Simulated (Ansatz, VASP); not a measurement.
**Two plane-wave programs on Hf**

```xyz
1
Lattice="0.0000 2.1900 2.1900 2.1900 0.0000 2.1900 2.1900 2.1900 0.0000" Properties=species:S:1:pos:R:3 pbc="T T T"
Hf    0.0000    0.0000    0.0000
```

Change from the starting cell: functional r2scan, volume scaled by 0.96, PAW files.

Alike in both runs: task electric field gradients; functional r2SCAN; k mesh 16 × 16 × 16; occupations fermi-dirac, width 0.03 eV; no spin polarisation.

|  | VASP | Ansatz |
| --- | --- | --- |
| version | VASP 6.6.1 | Ansatz 0.2.0 |
| potentials or method | VASP PAW PBE potentials, release 64 (Hf_pv) | PAW with Ansatz's default frozen-core files, scalar-relativistic |
| plane-wave cutoff (eV) | 440 | 500 |
| valence electrons in the cell | 10 | 26 |

```tsv
	VASP	Ansatz	Ansatz less VASP
pressure (GPa)	7.0	7.5	+0.51
```

VASP's potentials were made for PBE, not for r2SCAN. VASP's potentials hold 10 valence electrons a cell and Ansatz's 26, so a difference there can come from the potentials and not from the codes.

Spin-orbit coupling is off throughout.
